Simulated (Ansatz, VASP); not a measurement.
## One calculation of Cu, two programs

```
CELL_PARAMETERS angstrom
2.48981 0.00000 0.00000
-1.24490 2.15624 0.00000
0.00000 0.00000 2.42352
ATOMIC_POSITIONS crystal
Cu 0.00000 0.00000 0.00000
```

Alike in both runs: task single point; functional PBE; k mesh 17 × 17 × 16; occupations fermi-dirac, width 0.05 eV; no spin polarisation.

|  | VASP | Ansatz |
| --- | --- | --- |
| version | VASP 6.6.1 | Ansatz 0.2.0 |
| potentials or method | VASP PAW PBE potentials, release 64 (Cu), cutoff 520 eV | all-electron LAPW, scalar-relativistic |

Ansatz gave:

```
pressure (GPa)                                                : 0.0
traceless stress, the component that is largest in VASP (GPa) : 0.03
```

**Question.** Estimate VASP's values.

**Answer.** Pressure (GPa): 0.5; traceless stress, the component that is largest in VASP (GPa): -0.19.

Ansatz ran all-electron here, and VASP with PAW potentials.
